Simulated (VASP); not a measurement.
# Be3S5 (R-3m) in VASP: single point with PBE

Aim: the single point of Be3S5 with PBE.

Program: VASP 6.6.1. These are calculated values, not measurements. Logs are shortened: lines on timing, memory, paths and dates and some standing lists are left out, and cuts for length are marked.

## Step 1: The cell of the first run

Symmetry: R-3m, No. 166, trigonal system. Conventional cell: a = 6.748 Å, b = 6.748 Å, c = 8.279 Å, α = 90.00°, β = 90.00°, γ = 120.00°. Within 3.2 Å of Be (site symmetry 2/m) lie 6 S at 2.39 Å. S (site symmetry 2/m) has 2 S at 2.39 Å and 4 Be at 2.39 Å within 3.2 Å. S (site symmetry -3m) has 6 Be at 2.39 Å within 3.2 Å. Within 3.2 Å of S (site symmetry -3m) lie 6 S at 2.39 Å.

The cell was built from a structure type or drawn by symmetry, and may not be a known phase.

## Step 2: Single point, PBE

Input file INCAR:

```
SYSTEM = Be3S5
PREC = Accurate
ENCUT = 520
EDIFF = 1E-6
ISMEAR = 0
SIGMA = 0.2
LREAL = .FALSE.
LASPH = .TRUE.
NELM = 80
ALGO = Normal
ISIF = 2
LWAVE = .FALSE.
LCHARG = .FALSE.
GGA = PE
NBANDS = 28
```

Input file KPOINTS:

```
Automatic mesh
0
G
  4 4 4
  0 0 0
```

Input file POSCAR:

```
Be3S5
1.0
    3.3741723104      1.9480792917      2.7598160243
   -3.3741723104      1.9480792917      2.7598160243
    0.0000000000     -3.8961585834      2.7598160243
Be S
3 5
Direct
    0.5000000000      0.5000000000      0.0000000000
    0.0000000000      0.5000000000      0.5000000000
    0.5000000000      0.0000000000      0.5000000000
    0.0000000000      0.0000000000      0.5000000000
    0.5000000000      0.0000000000      0.0000000000
    0.0000000000      0.5000000000      0.0000000000
    0.5000000000      0.5000000000      0.5000000000
    0.0000000000      0.0000000000      0.0000000000
```

Potentials or basis: VASP PAW PBE potentials, release 64 (Be, S).

Started as:

```
> cat potpaw_PBE.64/Be/POTCAR potpaw_PBE.64/S/POTCAR > POTCAR
> mpirun -np 1 vasp_std > vasp.out
```

OUTCAR:

```text
SYSTEM = Be3S5
   PREC = Accurate
   ENCUT = 520
   EDIFF = 1E-6
   ISMEAR = 0
   LREAL = .FALSE.
   LASPH = .TRUE.
   NELM = 80
   ISIF = 2
   GGA = PE

 ion  position               nearest neighbor table
   1  0.500  0.500  0.000-   7 2.39   7 2.39   5 2.39   6 2.39   5 2.39   6 2.39
   2  0.000  0.500  0.500-   6 2.39   6 2.39   7 2.39   4 2.39   4 2.39   7 2.39
   3  0.500  0.000  0.500-   5 2.39   5 2.39   7 2.39   4 2.39   7 2.39   4 2.39
   4  0.000  0.000  0.500-   8 2.39   8 2.39   2 2.39   3 2.39   2 2.39   3 2.39
   5  0.500  0.000  0.000-   3 2.39   3 2.39   8 2.39   1 2.39   1 2.39   8 2.39
   6  0.000  0.500  0.000-   2 2.39   2 2.39   8 2.39   1 2.39   8 2.39   1 2.39
   7  0.500  0.500  0.500-   1 2.39   1 2.39   3 2.39   2 2.39   3 2.39   2 2.39
   8  0.000  0.000  0.000-   4 2.39   4 2.39   6 2.39   5 2.39   6 2.39   5 2.39

  LATTYP: Found a trigonal (rhomboedric) cell.
 ALAT       =     4.7745823058
 COS(alpha) =     0.0011650243

  Lattice vectors:

 A1 = (   3.3741723104,   1.9480792917,   2.7598160243)
 A2 = (  -3.3741723104,   1.9480792917,   2.7598160243)
 A3 = (   0.0000000000,  -3.8961585834,   2.7598160243)

Analysis of symmetry for initial positions (statically):
=====================================================================
 Subroutine PRICEL returns:
 Original cell was already a primitive cell.

 Routine SETGRP: Setting up the symmetry group for a
 trigonal (rhombohedral) supercell.

 Subroutine GETGRP returns: Found 12 space group operations
 (whereof 12 operations were pure point group operations)
 out of a pool of 12 trial point group operations.

The static configuration has the point symmetry D_3d.

Analysis of symmetry for dynamics (positions and initial velocities):
=====================================================================
 Subroutine PRICEL returns:
 Original cell was already a primitive cell.

 Routine SETGRP: Setting up the symmetry group for a
 trigonal (rhombohedral) supercell.

 Subroutine GETGRP returns: Found 12 space group operations
 (whereof 12 operations were pure point group operations)
 out of a pool of 12 trial point group operations.

The dynamic configuration has the point symmetry D_3d.

 Subroutine INISYM returns: Found 12 space group operations
 (whereof 12 operations are pure point group operations),
 and found     1 'primitive' translations

----------------------------------------------------------------------------------------

                                     Primitive cell

  volume of cell :     108.8442

  direct lattice vectors                    reciprocal lattice vectors
     3.374172310  1.948079292  2.759816024     0.148184489  0.085554355  0.120780998
    -3.374172310  1.948079292  2.759816024    -0.148184489  0.085554355  0.120780998
     0.000000000 -3.896158583  2.759816024     0.000000000 -0.171108709  0.120780998

  length of vectors
     4.774582306  4.774582306  4.774582306     0.209442689  0.209442689  0.209442689

  position of ions in fractional coordinates (direct lattice)
     0.500000000  0.500000000  0.000000000
     0.000000000  0.500000000  0.500000000
     0.500000000  0.000000000  0.500000000
     0.000000000  0.000000000  0.500000000
     0.500000000  0.000000000  0.000000000
     0.000000000  0.500000000  0.000000000
     0.500000000  0.500000000  0.500000000
     0.000000000  0.000000000  0.000000000

  ion indices of the primitive-cell ions
   primitive index   ion index
                 1           1
                 2           2
                 3           3
                 4           4
                 5           5
                 6           6
                 7           7
                 8           8

----------------------------------------------------------------------------------------

 KPOINTS: Automatic mesh

Automatic generation of k-mesh.
 Grid dimensions read from file:
 generate k-points for:    4    4    4

 Generating k-lattice:

  Cartesian coordinates                     Fractional coordinates (reciprocal lattice)
     0.037046122  0.021388589  0.030195249     0.250000000  0.000000000  0.000000000
    -0.037046122  0.021388589  0.030195249     0.000000000  0.250000000  0.000000000
     0.000000000 -0.042777177  0.030195249     0.000000000  0.000000000  0.250000000

  Length of vectors
     0.052360672  0.052360672  0.052360672

  Shift w.r.t. Gamma in fractional coordinates (k-lattice)
     0.000000000  0.000000000  0.000000000

 Subroutine IBZKPT returns following result:
 ===========================================

 Found     13 irreducible k-points:

 Following reciprocal coordinates:
            Coordinates               Weight
  0.000000  0.000000  0.000000      1.000000
  0.250000  0.000000 -0.000000      6.000000
  0.500000  0.000000 -0.000000      3.000000
  0.250000  0.250000 -0.000000      6.000000
  0.500000  0.250000 -0.000000     12.000000
 -0.250000  0.250000  0.000000      6.000000
  0.500000  0.500000 -0.000000      3.000000
  0.250000  0.250000  0.250000      2.000000
  0.500000  0.250000  0.250000      6.000000
 -0.250000  0.250000  0.250000      6.000000
  0.500000  0.500000  0.250000      6.000000
 -0.250000  0.500000  0.250000      6.000000
  0.500000  0.500000  0.500000      1.000000
   k-points           NKPTS =     13   k-points in BZ     NKDIM =     13   number of bands    NBANDS=     28
   number of dos      NEDOS =    301   number of ions     NIONS =      8
   total plane-waves  NPLWV =  46656
   dimension x,y,z NGX =    36 NGY =   36 NGZ =   36
   dimension x,y,z NGXF=    72 NGYF=   72 NGZF=   72
   ions per type =               3   5
   NGX,Y,Z   is equivalent  to a cutoff of  12.53, 12.53, 12.53 a.u.
   NGXF,Y,Z  is equivalent  to a cutoff of  25.07, 25.07, 25.07 a.u.
 SYSTEM =  Be3S5
   PREC   = accura    normal or accurate (medium, high low for compatibility)
   ISTART =      0    job   : 0-new  1-cont  2-samecut
   ICHARG =      2    charge: 1-file 2-atom 10-const
   ISPIN  =      1    spin polarized calculation?
   LNONCOLLINEAR =      F non collinear calculations
   LSORBIT =      F    spin-orbit coupling
   LASPH  =      T    aspherical Exc in radial PAW
   ENCUT  =  520.0 eV  38.22 Ry    6.18 a.u.   8.88  8.88  8.88*2*pi/ulx,y,z
   NELM   =     80;   NELMIN=  2; NELMDL= -5     # of ELM steps
   EDIFF  = 0.1E-05   stopping-criterion for ELM
   LREAL  =      F    real-space projection
   EDIFFG = 0.1E-04   stopping-criterion for IOM
   NSW    =      0    number of steps for IOM
   IBRION =     -1    ionic relax: 0-MD 1-quasi-New 2-CG
   NFREE  =      0    steps in history (QN), initial steepest desc. (CG)
   ISIF   =      2    stress and relaxation
   ISYM   =      2    0-nonsym 1-usesym 2-fastsym
   POTIM  = 0.5000    time-step for ionic-motion
   TEBEG  =    0.0;   TEEND  =   0.0 temperature during run
   PSTRESS=    0.0 pullay stress
   NELECT =      36.0000    total number of electrons
   NUPDOWN=      -1.0000    fix difference up-down
   EMIN   =  10.00;   EMAX   =-10.00  energy-range for DOS
   EFERMI =   0.00;   METHOD = LEGACY
   ISMEAR =     0;   SIGMA  =   0.20  broadening in eV -4-tet -1-fermi 0-gaus
   EFERMI_NEDOS =   21; number of points for ismear=-14 and -15
   IALGO  =     38    algorithm
   IMIX   =      4    mixing-type and parameters
     AMIX     =   0.40;   BMIX     =  1.00
     AMIX_MAG =   1.60;   BMIX_MAG =  1.00
  volume/ion in A,a.u.               =      13.61        91.81
  Fermi-wavevector in a.u.,A,eV,Ry     =   1.132159  2.139469 17.439715  1.281783
  Thomas-Fermi vector in A             =   2.268859
   LORBIT       =      0    0 simple, 1 ext, 2 COOP (PROOUT), +10 PAW based schemes
   GGA     = PE    functional components
   LHFCALC =     F    Hartree Fock is set to
   AEXX    =    0.0000 exact exchange contribution
   IVDW    =     0    specifies the selected vdW correction
   LEPSILON=     F    determine dielectric tensor
   LRPA    =     F    only Hartree local field effects (RPA)
 non-spin polarized calculation
 Gauss-broadening in eV      SIGMA  =   0.20
  energy-cutoff  :      520.00
  volume of cell :      108.84
 maximum number of plane-waves:      2968
   NGX = 17   NGY = 17   NGZ = 17

 number of electron      36.0000015 magnetization

 Free energy of the ion-electron system (eV)
  ---------------------------------------------------
  ext. energy  EPLUGINS =         0.00000000
  ---------------------------------------------------
  free energy    TOTEN  =       -33.17895751 eV

  energy without entropy =      -33.12371896  energy(sigma->0) =      -33.15133823

 E-fermi :   8.5334     XC(G=0): -10.6047

 val. band max:        8.1732628901   @ k =   0.2500   0.0000  -0.0000
 cond. band min:       8.5982342811   @ k =   0.2500   0.0000  -0.0000
 fundamental gap:      0.4249713910
 Fermi energy:         8.5334345087

 k-point     1 :       0.0000    0.0000    0.0000
  band No.  band energies     occupation
      1      -9.8890      2.00000
      2      -5.7146      2.00000
      3      -5.6491      2.00000
      4      -5.6491      2.00000
      5      -2.5931      2.00000
      6      -1.0399      2.00000
[... 20 lines left out ...]
     27      14.6139      0.00000
     28      14.6443      0.00000

 k-point     2 :       0.2500    0.0000   -0.0000
  band No.  band energies     occupation
      1      -9.6597      2.00000
      2      -6.4647      2.00000
      3      -5.6379      2.00000
      4      -5.5009      2.00000
      5      -3.2837      2.00000
      6      -0.8291      2.00000
[... 20 lines left out ...]
     27      13.6392      0.00000
     28      13.6707      0.00000

 k-point     3 :       0.5000    0.0000   -0.0000
  band No.  band energies     occupation
      1      -9.3372      2.00000
      2      -7.2130      2.00000
      3      -5.6266      2.00000
      4      -5.2137      2.00000
      5      -3.8648      2.00000
      6      -0.5453      2.00000
[... 275 lines left out ...]
      3      -6.2598      2.00000
      4      -5.5861      2.00000
      5      -5.2403      2.00000
      6       0.3470      2.00000
[... 20 lines left out ...]
     27      12.6812      0.00000
     28      13.4426      0.00000

 k-point    13 :       0.5000    0.5000    0.5000
  band No.  band energies     occupation
      1      -7.8223      2.00000
      2      -6.7255      2.00000
      3      -6.7177      2.00000
      4      -6.7177      2.00000
      5      -5.6744      2.00000
      6      -0.2296      2.00000
[... 20 lines left out ...]
     27      10.4753      0.00000
     28      10.7086      0.00000

------------------------ aborting loop because EDIFF is reached ----------------------------------------

  FORCE on cell =-STRESS in cart. coord.  units (eV):
  Direction    XX          YY          ZZ          XY          YZ          ZX
  --------------------------------------------------------------------------------------
  -------------------------------------------------------------------------------------
  Total        0.0094841      0.0094841     -0.1467998      0.0000000     -0.0000000     -0.0000000
  in kB        0.1396058      0.1396058     -2.1608806      0.0000000     -0.0000000     -0.0000000
  external PRESSURE =      -0.6272230 kB  Pullay stress =       0.0000000 kB

 VOLUME and BASIS-vectors are now :
 -----------------------------------------------------------------------------
  energy-cutoff  :      520.00
  volume of cell :      108.84
      direct lattice vectors                 reciprocal lattice vectors
     3.374172310  1.948079292  2.759816024     0.148184489  0.085554355  0.120780998
    -3.374172310  1.948079292  2.759816024    -0.148184489  0.085554355  0.120780998
     0.000000000 -3.896158583  2.759816024     0.000000000 -0.171108709  0.120780998

 POSITION                                       TOTAL-FORCE (eV/Angst)
 -----------------------------------------------------------------------------------
      0.00000      1.94808      2.75982        -0.000000     -0.000000     -0.000000
     -1.68709     -0.97404      2.75982        -0.000000     -0.000000     -0.000000
      1.68709     -0.97404      2.75982        -0.000000     -0.000000      0.000000
      0.00000     -1.94808      1.37991         0.000000      0.000000      0.000000
      1.68709      0.97404      1.37991         0.000000     -0.000000      0.000000
     -1.68709      0.97404      1.37991         0.000000     -0.000000     -0.000000
      0.00000      0.00000      4.13972        -0.000000      0.000000      0.000000
      0.00000      0.00000      0.00000        -0.000000     -0.000000      0.000000
 -----------------------------------------------------------------------------------
    total drift:                               -0.000000      0.000000     -0.000000

  FREE ENERGIE OF THE ION-ELECTRON SYSTEM (eV)
  ---------------------------------------------------
  free  energy   TOTEN  =       -33.1789575087 eV

  energy  without entropy=      -33.1237189555  energy(sigma->0) =      -33.15133823
```

Run time: 14 s. Hardware: 1 thread of Intel Xeon 6975P-C (Granite Rapids), shared host; peak memory 0.2 GiB.

What came out:

- Free energy: -33.1790 eV
- Pressure: -0.1 GPa
- Band gap on the k mesh: zero (bands 18 and 19 overlap by 2.70 eV)

Levels at points of the mesh, in eV from the Fermi level:
| k point | band 14 | band 15 | band 16 | band 17 | band 18 | band 19 | band 20 | band 21 | band 22 | band 23 |
| --- | --- | --- | --- | --- | --- | --- | --- | --- | --- | --- |
| (0.00, 0.00, 0.00) | -5.14 | -2.77 | -2.75 | -2.75 | -1.13 | -1.13 | 1.59 | 1.78 | 1.78 | 1.78 |
| (0.50, 0.00, 0.00) | -4.93 | -3.89 | -3.87 | -3.30 | -3.07 | 1.64 | 2.07 | 2.41 | 2.63 | 3.20 |
| (0.50, 0.50, 0.00) | -4.06 | -4.05 | -3.02 | -2.79 | -1.95 | -1.95 | 1.87 | 2.19 | 2.19 | 2.82 |
| (0.50, 0.50, 0.50) | -2.84 | -2.84 | -2.84 | -2.55 | -2.53 | -2.53 | -1.69 | 1.77 | 1.77 | 1.77 |
